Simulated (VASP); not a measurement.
Input of a VASP 6.6.1 run:

The input POSCAR:

```
C
1.0
    0.0000000000      1.7801241411      1.7801241411
    1.7801241411      0.0000000000      1.7801241411
    1.7801241411      1.7801241411      0.0000000000
C
2
Direct
    0.0000000000      0.0000000000      0.0000000000
    0.2500000000      0.2500000000      0.2500000000
```

File INCAR.step1:

```
PREC = Accurate ; ENCUT = 500
EDIFF = 1E-8 ; ISMEAR = 0
SIGMA = 0.01 ; LREAL = False
LASPH = True ; NELM = 80
ALGO = Normal ; LWAVE = True
LCHARG = False
```

File INCAR.step2:

```
PREC = Accurate ; ENCUT = 500
EDIFF = 1E-8 ; ISMEAR = 0
SIGMA = 0.01 ; LREAL = False
LASPH = True ; NELM = 1
ALGO = Exact ; LWAVE = True
LCHARG = False ; NBANDS = 64
LOPTICS = True ; ISTART = 1
```

File INCAR.step3:

```
PREC = Accurate ; ENCUT = 500
EDIFF = 1E-8 ; ISMEAR = 0
SIGMA = 0.01 ; LREAL = False
LASPH = True ; ALGO = EVGW0
LWAVE = False ; LCHARG = False
NELMGW = 1 ; NBANDS = 64
ENCUTGW = 80.0 ; NOMEGA = 48
PRECFOCK = Fast ; ISTART = 1
NBANDSGW = 12
```

Contents of KPOINTS:

```
Automatic mesh
0
Gamma
  4 4 4
```

Potentials or basis: VASP PAW LDA potentials, release 64 (C_GW).

Run with:

```console
$ cat potpaw_LDA.64/C_GW/POTCAR > POTCAR
$ cp INCAR.step1 INCAR
$ mpirun -np 1 vasp_std > vasp.out
$ cp INCAR.step2 INCAR
$ mpirun -np 1 vasp_std > vasp.out
$ cp INCAR.step3 INCAR
$ mpirun -np 1 vasp_std > vasp.out
```

Question: What does it give for the quasiparticle gap?

Answer: 5.49 eV.

Question: Predict the least direct quasiparticle gap.

Answer: 7.01 eV.

Question: What does it give for the band gap on the k mesh, mean-field level?

Answer: 4.42 eV, indirect (least direct gap 5.55 eV).

Caveat: the k points lie up to 0.76 Å⁻¹ apart; bands, screening cutoff and mesh are small and nothing is extrapolated, so the quasiparticle values aren't converged. A k mesh can miss the band edges.
